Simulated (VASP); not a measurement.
Write the native input for VASP 6.6.1 that does the following.

```
Task                   : single point
Functional             : PBE
Potentials or basis    : VASP PAW PBE potentials, release 64 (Ga_d, B, Sb)
Cutoff                 : 520 eV
k mesh                 : 3 × 3 × 4
Occupations            : gaussian, width 0.1 eV
Spin                   : no spin polarisation
Dipole correction      : no
Further INCAR settings : ALGO = Normal; EDIFF = 1e-06; NBANDS = 31
```

The structure of Ga2BSb3 lies in POSCAR:

```
Ga2BSb3
1.0
    5.9995474123     -0.0000000030      0.0000000000
   -2.9997737036      5.1957604717      0.0000000000
    0.0000000000      0.0000000000      5.4959924581
Ga B Sb
2 1 3
Direct
    0.3333333333      0.6666666667      0.9997208918
    0.6666666667      0.3333333333      0.0002791082
    0.0000000000      0.0000000000      0.5000000000
    0.5000000000      0.0000000000      0.5000000000
    0.0000000000      0.5000000000      0.5000000000
    0.5000000000      0.5000000000      0.5000000000
```

These files were run (other wordings do the same):

INCAR

```
PREC = Accurate
ENCUT = 520
EDIFF = 1E-6
ISMEAR = 0
SIGMA = 0.1
LREAL = F
LASPH = T
NELM = 80
ALGO = Normal
ISIF = 2
LWAVE = F
LCHARG = F
GGA = PE
NBANDS = 31
```

KPOINTS

```
Automatic mesh
0
Gamma
  3 3 4
```

Potentials or basis: VASP PAW PBE potentials, release 64 (Ga_d, B, Sb).

Command:

```bash
$ cat potpaw_PBE.64/Ga_d/POTCAR potpaw_PBE.64/B/POTCAR potpaw_PBE.64/Sb/POTCAR > POTCAR
$ mpirun -np 1 vasp_std > vasp.out
```

Results of the run:

```yaml
Pressure: 0.1 GPa
Band_gap_on_the_k_mesh: zero (band 22 reaches 5.24 eV, above the bottom of band 23 at 4.83 eV)
```

Caveat: the k points lie up to 0.40 Å⁻¹ apart; spin-orbit coupling is left out, which moves the levels of the heavy elements.

It took 25 s on 1 thread of Intel(R) Xeon(R) 6975P-C (Granite Rapids) (shared host), peak memory 0.32 GiB.
